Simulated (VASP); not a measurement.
# As (P6_3/mmc) in VASP: notebook

The runs below take As through single point, with RPBE.

Program: VASP 6.6.1. These are calculated values, not measurements. Logs are shortened: lines on timing, memory, paths and dates and some standing lists are left out, and cuts for length are marked.

## (1) The cell of the first run

Symmetry: P6_3/mmc, No. 194, hexagonal system. The conventional cell has a = 3.099 Å, b = 3.099 Å, c = 4.722 Å, α = 90.00°, β = 90.00°, γ = 120.00°. As (site symmetry -6m2) has 12 As at 2.96 to 3.10 Å within 3.9 Å.

## (2) Single point, RPBE

The input, INCAR:

```
SYSTEM = As
PREC = Accurate ; ENCUT = 520
EDIFF = 1E-6 ; ISMEAR = -1
SIGMA = 0.1 ; LREAL = .False.
LASPH = .True. ; NELM = 100
ALGO = Normal ; ISIF = 2
LWAVE = .False. ; LCHARG = .False.
GGA = RP ; NBANDS = 12
```

The input, KPOINTS:

```
regular mesh
0
Gamma
  13 13 8
  0 0 0
```

The input, POSCAR:

```
As
1.0
    3.0993390326      0.0000000000      0.0000000000
   -1.5496695163      2.6841063372      0.0000000000
    0.0000000000      0.0000000000      4.7222729413
As
2
Direct
    0.3333333333      0.6666666667      0.2500000000
    0.6666666667      0.3333333333      0.7500000000
```

Potentials or basis: VASP PAW PBE potentials, release 64 (As).

Run with:

```bash
$ cat potpaw_PBE.64/As/POTCAR > POTCAR
$ mpirun -np 1 vasp_std > vasp.out
```

OUTCAR:

```text
SYSTEM = As
   PREC = Accurate
   ENCUT = 520
   EDIFF = 1E-6
   ISMEAR = -1
   LREAL = .False.
   LASPH = .True.
   NELM = 100
   ISIF = 2
   GGA = RP

 ion  position               nearest neighbor table
   1  0.333  0.667  0.250-
   2  0.667  0.333  0.750-

  LATTYP: Found a hexagonal cell.
 ALAT       =     3.0993390326
 C/A-ratio  =     1.5236387151

  Lattice vectors:

 A1 = (   3.0993390326,   0.0000000000,   0.0000000000)
 A2 = (  -1.5496695163,   2.6841063372,   0.0000000000)
 A3 = (   0.0000000000,   0.0000000000,   4.7222729413)

Analysis of symmetry for initial positions (statically):
=====================================================================
 Subroutine PRICEL returns:
 Original cell was already a primitive cell.

 Routine SETGRP: Setting up the symmetry group for a
 hexagonal supercell.

 Subroutine GETGRP returns: Found 24 space group operations
 (whereof 12 operations were pure point group operations)
 out of a pool of 24 trial point group operations.

The static configuration has the point symmetry D_3d.
 The point group associated with its full space group is D_6h.

Analysis of symmetry for dynamics (positions and initial velocities):
=====================================================================
 Subroutine PRICEL returns:
 Original cell was already a primitive cell.

 Routine SETGRP: Setting up the symmetry group for a
 hexagonal supercell.

 Subroutine GETGRP returns: Found 24 space group operations
 (whereof 12 operations were pure point group operations)
 out of a pool of 24 trial point group operations.

The dynamic configuration has the point symmetry D_3d.
 The point group associated with its full space group is D_6h.

 Subroutine INISYM returns: Found 24 space group operations
 (whereof 12 operations are pure point group operations),
 and found     1 'primitive' translations

----------------------------------------------------------------------------------------

                                     Primitive cell

  volume of cell :      39.2844

  direct lattice vectors                    reciprocal lattice vectors
     3.099339033  0.000000000  0.000000000     0.322649439  0.186281740  0.000000000
    -1.549669516  2.684106337  0.000000000     0.000000000  0.372563481  0.000000000
     0.000000000  0.000000000  4.722272941     0.000000000  0.000000000  0.211762431

  length of vectors
     3.099339033  3.099339033  4.722272941     0.372563481  0.372563481  0.211762431

  position of ions in fractional coordinates (direct lattice)
     0.333333333  0.666666667  0.250000000
     0.666666667  0.333333333  0.750000000

  ion indices of the primitive-cell ions
   primitive index   ion index
                 1           1
                 2           2

----------------------------------------------------------------------------------------

 KPOINTS: regular mesh

Automatic generation of k-mesh.
 Grid dimensions read from file:
 generate k-points for:   13   13    8

 Generating k-lattice:

  Cartesian coordinates                     Fractional coordinates (reciprocal lattice)
     0.024819188  0.014329365  0.000000000     0.076923077 -0.000000000  0.000000000
     0.000000000  0.028658729  0.000000000     0.000000000  0.076923077  0.000000000
     0.000000000  0.000000000  0.026470304     0.000000000  0.000000000  0.125000000

  Length of vectors
     0.028658729  0.028658729  0.026470304

  Shift w.r.t. Gamma in fractional coordinates (k-lattice)
     0.000000000  0.000000000  0.000000000

 Subroutine IBZKPT returns following result:
 ===========================================

 Found    105 irreducible k-points:

 Following reciprocal coordinates:
            Coordinates               Weight
  0.000000  0.000000  0.000000      1.000000
  0.076923 -0.000000  0.000000      6.000000
  0.153846  0.000000  0.000000      6.000000
  0.230769 -0.000000  0.000000      6.000000
  0.307692  0.000000  0.000000      6.000000
  0.384615 -0.000000  0.000000      6.000000
[... 16 lines left out ...]
  0.076923 -0.000000  0.125000     12.000000
  0.153846  0.000000  0.125000     12.000000
 [... further k-points ...]
   k-points           NKPTS =    105   k-points in BZ     NKDIM =    105   number of bands    NBANDS=     12
   number of dos      NEDOS =    301   number of ions     NIONS =      2
   total plane-waves  NPLWV =  20736
   dimension x,y,z NGX =    24 NGY =   24 NGZ =   36
   dimension x,y,z NGXF=    48 NGYF=   48 NGZF=   72
   ions per type =               2
   NGX,Y,Z   is equivalent  to a cutoff of  12.87, 12.87, 12.67 a.u.
   NGXF,Y,Z  is equivalent  to a cutoff of  25.75, 25.75, 25.35 a.u.
 SYSTEM =  As
   PREC   = accura    normal or accurate (medium, high low for compatibility)
   ISTART =      0    job   : 0-new  1-cont  2-samecut
   ICHARG =      2    charge: 1-file 2-atom 10-const
   ISPIN  =      1    spin polarized calculation?
   LNONCOLLINEAR =      F non collinear calculations
   LSORBIT =      F    spin-orbit coupling
   LASPH  =      T    aspherical Exc in radial PAW
   ENCUT  =  520.0 eV  38.22 Ry    6.18 a.u.   5.76  5.76  8.78*2*pi/ulx,y,z
   NELM   =    100;   NELMIN=  2; NELMDL= -5     # of ELM steps
   EDIFF  = 0.1E-05   stopping-criterion for ELM
   LREAL  =      F    real-space projection
   EDIFFG = 0.1E-04   stopping-criterion for IOM
   NSW    =      0    number of steps for IOM
   IBRION =     -1    ionic relax: 0-MD 1-quasi-New 2-CG
   NFREE  =      0    steps in history (QN), initial steepest desc. (CG)
   ISIF   =      2    stress and relaxation
   ISYM   =      2    0-nonsym 1-usesym 2-fastsym
   POTIM  = 0.5000    time-step for ionic-motion
   TEBEG  =    0.0;   TEEND  =   0.0 temperature during run
   PSTRESS=    0.0 pullay stress
   NELECT =      10.0000    total number of electrons
   NUPDOWN=      -1.0000    fix difference up-down
   EMIN   =  10.00;   EMAX   =-10.00  energy-range for DOS
   EFERMI =   0.00;   METHOD = LEGACY
   ISMEAR =    -1;   SIGMA  =   0.10  broadening in eV -4-tet -1-fermi 0-gaus
   EFERMI_NEDOS =   21; number of points for ismear=-14 and -15
   IALGO  =     38    algorithm
   IMIX   =      4    mixing-type and parameters
     AMIX     =   0.40;   BMIX     =  1.00
     AMIX_MAG =   1.60;   BMIX_MAG =  1.00
  volume/ion in A,a.u.               =      19.64       132.55
  Fermi-wavevector in a.u.,A,eV,Ry     =   1.037532  1.960651 14.646302  1.076473
  Thomas-Fermi vector in A             =   2.171974
   LORBIT       =      0    0 simple, 1 ext, 2 COOP (PROOUT), +10 PAW based schemes
   GGA     = RP    functional components
   LHFCALC =     F    Hartree Fock is set to
   AEXX    =    0.0000 exact exchange contribution
   IVDW    =     0    specifies the selected vdW correction
   LEPSILON=     F    determine dielectric tensor
   LRPA    =     F    only Hartree local field effects (RPA)
 non-spin polarized calculation
  energy-cutoff  :      520.00
  volume of cell :       39.28
 maximum number of plane-waves:      1085
 NGX is ok and might be reduce to    24
   NGX = 11   NGY = 11   NGZ = 17

 number of electron      10.0000000 magnetization

 number of electron       9.9999999 magnetization

 Free energy of the ion-electron system (eV)
  ---------------------------------------------------
  ext. energy  EPLUGINS =         0.00000000
  ---------------------------------------------------
  free energy    TOTEN  =        -7.56415984 eV

  energy without entropy =       -7.52433169  energy(sigma->0) =       -7.54424576

 E-fermi :   6.2518     XC(G=0): -10.6038

 val. band max:        6.2406322975   @ k =   0.3077   0.0000   0.3750
 cond. band min:       6.2701787062   @ k =   0.3077   0.0769   0.1250
 fundamental gap:      0.0295464087
 Fermi energy:         6.2518033103

 k-point     1 :       0.0000    0.0000    0.0000
  band No.  band energies     occupation
      1      -8.5880      2.00000
      2      -3.6076      2.00000
      3      -0.0821      2.00000
      4       9.3128      0.00000
      5       9.3128      0.00000
      6      11.2331      0.00000
      7      11.2331      0.00000
      8      12.7264      0.00000
      9      14.4500      0.00000
     10      17.4052      0.00000
     11      17.9498      0.00000
     12      17.9498      0.00000

 k-point     2 :       0.0769   -0.0000    0.0000
  band No.  band energies     occupation
      1      -8.4746      2.00000
      2      -3.5175      2.00000
      3       0.0347      2.00000
      4       8.2837      0.00000
      5       8.9480      0.00000
      6      10.7220      0.00000
      7      11.3432      0.00000
      8      12.4936      0.00000
      9      15.1097      0.00000
     10      16.6924      0.00000
     11      18.0997      0.00000
     12      18.9255      0.00000

 k-point     3 :       0.1538    0.0000    0.0000
  band No.  band energies     occupation
      1      -8.1363      2.00000
      2      -3.2587      2.00000
      3       0.3828      2.00000
      4       6.3250      0.64945
      5       8.2204      0.00000
      6       9.4503      0.00000
      7      11.3441      0.00000
      8      11.7683      0.00000
      9      14.5642      0.00000
     10      17.4538      0.00000
     11      18.2262      0.00000
     12      18.8259      0.00000

 k-point     4 :       0.2308   -0.0000    0.0000
  band No.  band energies     occupation
      1      -7.5797      2.00000
      2      -2.8773      2.00000
      3       0.9547      2.00000
      4       4.3171      2.00000
      5       7.4864      0.00001
      6       7.8911      0.00000
      7      10.5725      0.00000
      8      11.0900      0.00000
      9      13.2669      0.00000
     10      17.0358      0.00000
     11      17.9073      0.00000
     12      18.3424      0.00000

 k-point     5 :       0.3077    0.0000    0.0000
  band No.  band energies     occupation
      1      -6.8209      2.00000
      2      -2.5110      2.00000
      3       1.7323      2.00000
      4       2.6226      2.00000
      5       6.2788      0.86584
      6       6.8797      0.00374
      7       9.0910      0.00000
      8      10.7417      0.00000
      9      12.2531      0.00000
     10      16.2379      0.00000
     11      17.3144      0.00000
     12      17.7030      0.00000
[... 228 lines left out ...]
      1      -3.9219      2.00000
      2      -3.1044      2.00000
      3       1.2783      2.00000
      4       3.6741      2.00000
      5       4.5800      2.00000
      6       4.8021      2.00000
      7       5.8742      1.95522
      8       5.9761      1.88057
      9      11.1524      0.00000
     10      18.9088      0.00000
     11      19.4548      0.00000
     12      21.5764      0.00000

 k-point    22 :       0.0000    0.0000    0.1250
  band No.  band energies     occupation
      1      -8.4883      2.00000
      2      -4.1463      2.00000
      3       0.6425      2.00000
      4       9.3831      0.00000
      5       9.3831      0.00000
      6      11.1699      0.00000
      7      11.1699      0.00000
      8      12.0411      0.00000
      9      14.5497      0.00000
     10      17.4236      0.00000
     11      17.6539      0.00000
     12      17.6539      0.00000

 k-point    23 :       0.0769   -0.0000    0.1250
  band No.  band energies     occupation
      1      -8.3751      2.00000
      2      -4.0498      2.00000
      3       0.7495      2.00000
      4       8.3670      0.00000
      5       9.0248      0.00000
      6      10.5746      0.00000
      7      11.2416      0.00000
      8      11.9424      0.00000
      9      15.1722      0.00000
     10      16.6619      0.00000
     11      17.7994      0.00000
     12      18.4985      0.00000

 k-point    24 :       0.1538    0.0000    0.1250
  band No.  band energies     occupation
      1      -8.0373      2.00000
      2      -3.7690      2.00000
      3       1.0615      2.00000
      4       6.4305      0.28679
      5       8.3061      0.00000
      6       9.1867      0.00000
      7      11.1675      0.00000
      8      11.4809      0.00000
      9      14.6234      0.00000
     10      17.4824      0.00000
     11      17.8056      0.00000
     12      18.3852      0.00000

 [... further k-points ...]
[... 5 lines left out ...]
  --------------------------------------------------------------------------------------
  -------------------------------------------------------------------------------------
  Total       -0.0169635     -0.0169635      0.2004678      0.0000000      0.0000000      0.0000000
  in kB       -0.6918415     -0.6918415      8.1758963      0.0000000      0.0000000      0.0000000
  external PRESSURE =       2.2640711 kB  Pullay stress =       0.0000000 kB

 VOLUME and BASIS-vectors are now :
 -----------------------------------------------------------------------------
  energy-cutoff  :      520.00
  volume of cell :       39.28
      direct lattice vectors                 reciprocal lattice vectors
     3.099339033  0.000000000  0.000000000     0.322649439  0.186281740  0.000000000
    -1.549669516  2.684106337  0.000000000     0.000000000  0.372563481  0.000000000
     0.000000000  0.000000000  4.722272941     0.000000000  0.000000000  0.211762431

 POSITION                                       TOTAL-FORCE (eV/Angst)
 -----------------------------------------------------------------------------------
     -0.00000      1.78940      1.18057         0.000000     -0.000000      0.000000
      1.54967      0.89470      3.54170        -0.000000      0.000000      0.000000
 -----------------------------------------------------------------------------------
    total drift:                                0.000000     -0.000000      0.000000

  FREE ENERGIE OF THE ION-ELECTRON SYSTEM (eV)
  ---------------------------------------------------
  free  energy   TOTEN  =        -7.5641598419 eV

  energy  without entropy=       -7.5243316867  energy(sigma->0) =       -7.54424576
```

Run time: 18 s. Hardware: 1 thread of Intel Xeon Platinum 8488C (Sapphire Rapids), shared host; peak memory 0.18 GiB.

What came out:

* Free energy: -7.5642 eV
* Pressure: 0.2 GPa
* Band gap on the k mesh: zero (band 5 reaches 10.28 eV, above the bottom of band 6 at 2.95 eV)

Caveat: the PAW data sets were made with another functional, which shifts forces and pressure a little.

[end of part 1 of 3]
